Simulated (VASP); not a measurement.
# NaCl (Fm-3m) in VASP: G0W0 quasiparticle levels with PBE

Aim: the G0W0 quasiparticle levels of NaCl with PBE.

Program: VASP 6.6.1. These are calculated values, not measurements. Logs are shortened: lines on timing, memory, paths and dates and some standing lists are left out, and cuts for length are marked.

### 1 The cell of the first run

It takes space group Fm-3m (No. 225, cubic). The conventional cell has a = 5.605 Å, b = 5.605 Å, c = 5.605 Å, α = 90.00°, β = 90.00°, γ = 90.00°. Within 3.7 Å of Na (site symmetry m-3m) lie 6 Cl at 2.80 Å. Within 3.7 Å of Cl (site symmetry m-3m) lie 6 Na at 2.80 Å.

### 2 G0W0 quasiparticle levels, PBE

POSCAR

```
NaCl
1.0
    0.0000000000      2.8026987877      2.8026987877
    2.8026987877      0.0000000000      2.8026987877
    2.8026987877      2.8026987877      0.0000000000
Na Cl
1 1
Direct
    0.0000000000      0.0000000000      0.0000000000
    0.5000000000      0.5000000000      0.5000000000
```

INCAR.step1

```
SYSTEM = NaCl
PREC = Accurate
ENCUT = 500
EDIFF = 1E-8
ISMEAR = 0
SIGMA = 0.01
LREAL = .False.
LASPH = .True.
NELM = 100
ALGO = Normal
LWAVE = .True.
LCHARG = .False.
GGA = PE
```

INCAR.step2

```
SYSTEM = NaCl
PREC = Accurate
ENCUT = 500
EDIFF = 1E-8
ISMEAR = 0
SIGMA = 0.01
LREAL = .False.
LASPH = .True.
NELM = 1
ALGO = Exact
LWAVE = .True.
LCHARG = .False.
GGA = PE
NBANDS = 139
LOPTICS = .True.
ISTART = 1
```

INCAR.step3

```
SYSTEM = NaCl
PREC = Accurate
ENCUT = 500
EDIFF = 1E-8
ISMEAR = 0
SIGMA = 0.01
LREAL = .False.
LASPH = .True.
ALGO = EVGW0
LWAVE = .False.
LCHARG = .False.
GGA = PE
NELMGW = 1
NBANDS = 139
ENCUTGW = 120.0
NOMEGA = 96
PRECFOCK = Fast
ISTART = 1
NBANDSGW = 16
OMEGAMAX = 20
```

KPOINTS

```
regular mesh
0
Gamma
  4 4 4
  0 0 0
```

Potentials or basis: VASP PAW PBE potentials, release 64 (Na_sv_GW, Cl_GW).

Command:

```console
> cat potpaw_PBE.64/Na_sv_GW/POTCAR potpaw_PBE.64/Cl_GW/POTCAR > POTCAR
> cp INCAR.step1 INCAR
> mpirun -np 1 vasp_std > vasp.out
> cp INCAR.step2 INCAR
> mpirun -np 1 vasp_std > vasp.out
> cp INCAR.step3 INCAR
> mpirun -np 1 vasp_std > vasp.out
```

OUTCAR:

```text
SYSTEM = NaCl
   PREC = Accurate
   ENCUT = 500
   EDIFF = 1E-8
   ISMEAR = 0
   LREAL = .False.
   LASPH = .True.
   GGA = PE
   NELMGW = 1
   ENCUTGW = 120.0
   PRECFOCK = Fast
   ISTART = 1

 ion  position               nearest neighbor table
   1  0.000  0.000  0.000-
   2  0.500  0.500  0.500-

  LATTYP: Found a face centered cubic cell.
 ALAT       =     5.6053975754

  Lattice vectors:

 A1 = (   0.0000000000,   2.8026987877,   2.8026987877)
 A2 = (   2.8026987877,   0.0000000000,   2.8026987877)
 A3 = (   2.8026987877,   2.8026987877,   0.0000000000)

Analysis of symmetry for initial positions (statically):
=====================================================================
 Subroutine PRICEL returns:
 Original cell was already a primitive cell.

 Routine SETGRP: Setting up the symmetry group for a
 face centered cubic supercell.

 Subroutine GETGRP returns: Found 48 space group operations
 (whereof 48 operations were pure point group operations)
 out of a pool of 48 trial point group operations.

The static configuration has the point symmetry O_h .

Analysis of symmetry for dynamics (positions and initial velocities):
=====================================================================
 Subroutine PRICEL returns:
 Original cell was already a primitive cell.

 Routine SETGRP: Setting up the symmetry group for a
 face centered cubic supercell.

 Subroutine GETGRP returns: Found 48 space group operations
 (whereof 48 operations were pure point group operations)
 out of a pool of 48 trial point group operations.

The dynamic configuration has the point symmetry O_h .

 Subroutine INISYM returns: Found 48 space group operations
 (whereof 48 operations are pure point group operations),
 and found     1 'primitive' translations

----------------------------------------------------------------------------------------

                                     Primitive cell

  volume of cell :      44.0311

  direct lattice vectors                    reciprocal lattice vectors
     0.000000000  2.802698788  2.802698788    -0.178399478  0.178399478  0.178399478
     2.802698788  0.000000000  2.802698788     0.178399478 -0.178399478  0.178399478
     2.802698788  2.802698788  0.000000000     0.178399478  0.178399478 -0.178399478

  length of vectors
     3.963614637  3.963614637  3.963614637     0.308996959  0.308996959  0.308996959

  position of ions in fractional coordinates (direct lattice)
     0.000000000  0.000000000  0.000000000
     0.500000000  0.500000000  0.500000000

  ion indices of the primitive-cell ions
   primitive index   ion index
                 1           1
                 2           2

----------------------------------------------------------------------------------------

 KPOINTS: regular mesh

Automatic generation of k-mesh.
 Grid dimensions read from file:
 generate k-points for:    4    4    4

 Generating k-lattice:

  Cartesian coordinates                     Fractional coordinates (reciprocal lattice)
    -0.044599869  0.044599869  0.044599869     0.250000000  0.000000000  0.000000000
     0.044599869 -0.044599869  0.044599869     0.000000000  0.250000000  0.000000000
     0.044599869  0.044599869 -0.044599869     0.000000000  0.000000000  0.250000000

  Length of vectors
     0.077249240  0.077249240  0.077249240

  Shift w.r.t. Gamma in fractional coordinates (k-lattice)
     0.000000000  0.000000000  0.000000000

 Subroutine IBZKPT returns following result:
 ===========================================

 Found      8 irreducible k-points:

 Following reciprocal coordinates:
            Coordinates               Weight
  0.000000  0.000000  0.000000      1.000000
  0.250000  0.000000  0.000000      8.000000
  0.500000  0.000000  0.000000      4.000000
  0.250000  0.250000  0.000000      6.000000
  0.500000  0.250000  0.000000     24.000000
 -0.250000  0.250000  0.000000     12.000000
  0.500000  0.500000  0.000000      3.000000
 -0.250000  0.500000  0.250000      6.000000
   k-points           NKPTS =      8   k-points in BZ     NKDIM =     64   number of bands    NBANDS=    139
   number of dos      NEDOS =    301   number of ions     NIONS =      2
   total plane-waves  NPLWV =  27000
   dimension x,y,z NGX =    30 NGY =   30 NGZ =   30
   dimension x,y,z NGXF=    60 NGYF=   60 NGZF=   60
   ions per type =               1   1
   NGX,Y,Z   is equivalent  to a cutoff of  12.58, 12.58, 12.58 a.u.
   NGXF,Y,Z  is equivalent  to a cutoff of  25.17, 25.17, 25.17 a.u.
 SYSTEM =  NaCl
   PREC   = accura    normal or accurate (medium, high low for compatibility)
   ISTART =      1    job   : 0-new  1-cont  2-samecut
   ICHARG =      0    charge: 1-file 2-atom 10-const
   ISPIN  =      1    spin polarized calculation?
   LNONCOLLINEAR =      F non collinear calculations
   LSORBIT =      F    spin-orbit coupling
   LASPH  =      T    aspherical Exc in radial PAW
   ENCUT  =  500.0 eV  36.75 Ry    6.06 a.u.   7.23  7.23  7.23*2*pi/ulx,y,z
   NELM   =     60;   NELMIN=  2; NELMDL=  0     # of ELM steps
   EDIFF  = 0.1E-07   stopping-criterion for ELM
   LREAL  =      F    real-space projection
   EDIFFG = 0.1E-06   stopping-criterion for IOM
   NSW    =      0    number of steps for IOM
   IBRION =     -1    ionic relax: 0-MD 1-quasi-New 2-CG
   NFREE  =      0    steps in history (QN), initial steepest desc. (CG)
   ISIF   =      0    stress and relaxation
   ISYM   =      3    0-nonsym 1-usesym 2-fastsym
   POTIM  = 0.5000    time-step for ionic-motion
   TEBEG  =    0.0;   TEEND  =   0.0 temperature during run
   PSTRESS=    0.0 pullay stress
   NELECT =      16.0000    total number of electrons
   NUPDOWN=      -1.0000    fix difference up-down
   EMIN   =  10.00;   EMAX   =-10.00  energy-range for DOS
   EFERMI =   0.00;   METHOD = LEGACY
   ISMEAR =     0;   SIGMA  =   0.01  broadening in eV -4-tet -1-fermi 0-gaus
   EFERMI_NEDOS =   21; number of points for ismear=-14 and -15
   IALGO  =     38    algorithm
   IMIX   =      4    mixing-type and parameters
     AMIX     =   0.40;   BMIX     =  1.00
     AMIX_MAG =   1.60;   BMIX_MAG =  1.00
  volume/ion in A,a.u.               =      22.02       148.57
  Fermi-wavevector in a.u.,A,eV,Ry     =   1.168230  2.207635 18.568709  1.364762
  Thomas-Fermi vector in A             =   2.304720
   LORBIT       =      0    0 simple, 1 ext, 2 COOP (PROOUT), +10 PAW based schemes
   GGA     = PE    functional components
   LHFCALC =     T    Hartree Fock is set to
   PRECFOCK=fast      Normal, Fast or Accurate (Low or Medium for compatibility)
   ENCUT4O =  -1.0   cutoff for four orbital integrals eV
   NKREDX  =     1    reduce k-point grid by
   NKREDY  =     1    reduce k-point grid by
   NKREDZ  =     1    reduce k-point grid by
   AEXX    =    1.0000 exact exchange contribution
   HFSCREEN=    0.0000 screening length (either q_TF or 0.3 A-1)
   HFSCREENC=   0.0000 screening length for correlation (either q_TF or 0.3 A-1)
   ENCUTFOCK=  -1.0 apply spherical cutoff to Coloumb kernel
   IVDW    =     0    specifies the selected vdW correction
   LEPSILON=     F    determine dielectric tensor
   LRPA    =     F    only Hartree local field effects (RPA)
   LRPAFORCE           =     F    calculate RPA forces
   ENCUTGW             = 120.0    cutoff for response function in eV
   ENCUTGWSOFT         =  96.0    soft cutoff for Coulomb kernel in GW response function in eV
   ENCUTLF             =  -1.0    cutoff for local field effects
   NELMGW              =     1    number of iterations in solving QP/BSE equation
   NELMHF              =     1    number of iterations in the inner HF iteration
   NKREDLFX            =     1    NKREDLFY  =   1   NKREDLFZ  =   1
 non-spin polarized calculation
 Gauss-broadening in eV      SIGMA  =   0.01
  energy-cutoff  :      500.00
  volume of cell :       44.03
 maximum number of plane-waves:      1139
 NGX is ok and might be reduce to    30
  NGX = 16; NGY = 16; NGZ = 16
   NGX = 15   NGY = 15   NGZ = 15
 maximum number of plane-waves:       138

 QP shifts <psi_nk| G(iteration)W_0 |psi_nk>: iteration 1
 for sc-GW calculations column KS-energies equals QP-energies in previous step
 and V_xc(KS)=  KS-energies - (<T + V_ion + V_H > + <T+V_H+V_ion>^1  + <V_x>^1)

 k-point   1 :       0.0000    0.0000    0.0000
  band No.  KS-energies  QP-energies   sigma(KS)   V_xc(KS)     V^pw_x(r,r')   Z            occupation Imag(sigma)

      1     -49.6776     -59.2785     -41.6806     -29.2757     -49.1358       0.7740       2.0000       0.2270
      2     -21.6140     -27.5974     -35.6813     -28.3192     -41.3602       0.8127       2.0000       0.0480
      3     -21.6140     -27.5974     -35.6813     -28.3192     -41.3602       0.8127       2.0000       0.0480
      4     -21.6140     -27.5974     -35.6813     -28.3192     -41.3602       0.8127       2.0000       0.0480
      5     -13.5287     -14.6447     -16.6373     -14.9605     -24.2385       0.6655       2.0000       1.2586
      6      -0.8287      -2.7229     -16.9167     -14.5494     -18.9195       0.8002       2.0000       0.0329
[... 8 lines left out ...]
     15      14.1469      14.4215      -4.9240      -5.2742      -0.9558       0.7841       0.0000      -0.1458
     16      16.4784      17.5179      -7.4221      -8.7267      -3.1167       0.7968       0.0000      -0.2168

 k-point   2 :       0.2500    0.0000    0.0000
  band No.  KS-energies  QP-energies   sigma(KS)   V_xc(KS)     V^pw_x(r,r')   Z            occupation Imag(sigma)

      1     -49.6770     -59.2873     -41.6811     -29.2769     -49.1367       0.7748       2.0000       0.2273
      2     -21.6296     -27.5849     -35.6108     -28.2566     -41.2958       0.8098       2.0000       0.0598
      3     -21.6149     -27.5958     -35.6771     -28.3160     -41.3555       0.8125       2.0000       0.0480
      4     -21.6149     -27.5958     -35.6771     -28.3160     -41.3555       0.8125       2.0000       0.0480
      5     -13.3575     -14.4826     -16.8686     -15.1998     -24.4206       0.6742       2.0000       1.2083
      6      -1.9540      -3.9949     -15.6659     -13.0854     -17.7254       0.7909       2.0000       0.0357
[... 8 lines left out ...]
     15      14.9641      15.8419      -6.5949      -7.7046      -2.4382       0.7910       0.0000      -0.1711
     16      18.1178      18.9778      -6.7282      -7.7745      -2.2546       0.8220       0.0000      -0.4633

 k-point   3 :       0.5000    0.0000    0.0000
  band No.  KS-energies  QP-energies   sigma(KS)   V_xc(KS)     V^pw_x(r,r')   Z            occupation Imag(sigma)

      1     -49.6765     -59.3030     -41.6812     -29.2780     -49.1372       0.7761       2.0000       0.2276
      2     -21.6453     -27.5815     -35.5388     -28.1960     -41.2296       0.8084       2.0000       0.0713
      3     -21.6159     -27.5916     -35.6729     -28.3128     -41.3508       0.8119       2.0000       0.0481
      4     -21.6159     -27.5916     -35.6729     -28.3128     -41.3508       0.8119       2.0000       0.0481
      5     -13.1756     -14.3200     -17.1216     -15.4649     -24.6237       0.6908       2.0000       1.1514
      6      -2.8050      -4.9855     -15.0736     -12.2974     -17.2866       0.7854       2.0000       0.0491
[... 74 lines left out ...]
      1     -49.6762     -59.3331     -41.6810     -29.2787     -49.1370       0.7786       2.0000       0.2272
      2     -21.6354     -27.5878     -35.6062     -28.2459     -41.2787       0.8087       2.0000       0.0502
      3     -21.6223     -27.5898     -35.6530     -28.2909     -41.3290       0.8106       2.0000       0.0484
      4     -21.6223     -27.5898     -35.6530     -28.2909     -41.3290       0.8106       2.0000       0.0484
      5     -13.1272     -14.2652     -17.0411     -15.4236     -24.5432       0.7035       2.0000       1.1441
      6      -2.5356      -4.7053     -15.4641     -12.6969     -17.6902       0.7841       2.0000       0.0451
[... 8 lines left out ...]
     15      15.8354      17.7080      -9.3903     -11.7515      -5.0004       0.7931       0.0000      -0.1543
     16      15.8354      17.7080      -9.3903     -11.7515      -5.0004       0.7931       0.0000      -0.1543

 k-point   8 :      -0.2500    0.5000    0.2500
  band No.  KS-energies  QP-energies   sigma(KS)   V_xc(KS)     V^pw_x(r,r')   Z            occupation Imag(sigma)

      1     -49.6763     -59.3299     -41.6814     -29.2786     -49.1374       0.7783       2.0000       0.2273
      2     -21.6289     -27.5853     -35.6297     -28.2685     -41.3041       0.8092       2.0000       0.0494
      3     -21.6289     -27.5853     -35.6297     -28.2685     -41.3041       0.8092       2.0000       0.0494
      4     -21.6248     -27.5818     -35.6321     -28.2780     -41.3138       0.8100       2.0000       0.0551
      5     -13.1090     -14.2448     -17.0946     -15.4773     -24.5964       0.7023       2.0000       1.1433
      6      -2.0499      -4.1455     -15.8058     -13.1469     -17.9506       0.7881       2.0000       0.0381
[... 8 lines left out ...]
     15      15.3794      16.9087      -8.3104     -10.2238      -4.0289       0.7992       0.0000      -0.1693
     16      15.8845      17.7862      -9.4795     -11.8718      -5.0696       0.7950       0.0000      -0.1568
```

It took 70 s on 1 thread of Intel Xeon 6975P-C (Granite Rapids), shared host; peak memory 0.39 GiB.

Results:

```
Quasiparticle gap                                   : 7.97 eV
Least direct quasiparticle gap                      : 7.97 eV
Band gap of the starting levels on the mesh         : 5.19 eV
Least direct gap of the starting levels on the mesh : 5.19 eV
```

Caveat: the k points lie up to 0.49 Å⁻¹ apart; bands, screening cutoff and mesh are small and nothing is extrapolated, so the quasiparticle values aren't converged.
